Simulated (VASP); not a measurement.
Tl2Pd, 6 atoms in the cell. It takes space group I4/mcm (No. 140, tetragonal). The conventional cell has a = 6.801 Å, b = 6.801 Å, c = 5.784 Å, α = 90.00°, β = 90.00°, γ = 90.00°. Tl (site symmetry m2m) has 4 Pd at 2.92 Å and 11 Tl at 3.21 to 3.68 Å within 3.8 Å. Pd (site symmetry 422) has 2 Pd at 2.89 Å and 8 Tl at 2.92 Å within 3.8 Å.  This cell differs from its parent crystal: volume scaled by 1.03, then relaxed in part.

```yaml
Program: VASP 6.6.1
Task: single point
Functional: PBEsol
Potentials_or_basis: VASP PAW PBE potentials, release 64 (Tl_d, Pd)
Cutoff: 520 eV
k_mesh: 8 × 8 × 8
Occupations: gaussian, width 0.1 eV
Spin: no spin polarisation
Dipole_correction: no
Further_INCAR_settings: ALGO = Fast; EDIFF = 1e-06; NBANDS = 45
```

Potentials or basis: VASP PAW PBE potentials, release 64 (Tl_d, Pd).

Run with:

```sh
$ cat potpaw_PBE.64/Tl_d/POTCAR potpaw_PBE.64/Pd/POTCAR > POTCAR
$ mpirun -np 1 vasp_std > vasp.out
```

Hardware: 1 thread of AMD EPYC 9755 128-Core Processor, on a shared host.

Q: How long does it take, and how much memory?

A: It took 7 min on 1 thread of AMD EPYC 9755 128-Core Processor, with other jobs on the host, peak memory 0.41 GiB. Counts: scf iterations 13, k points 59.
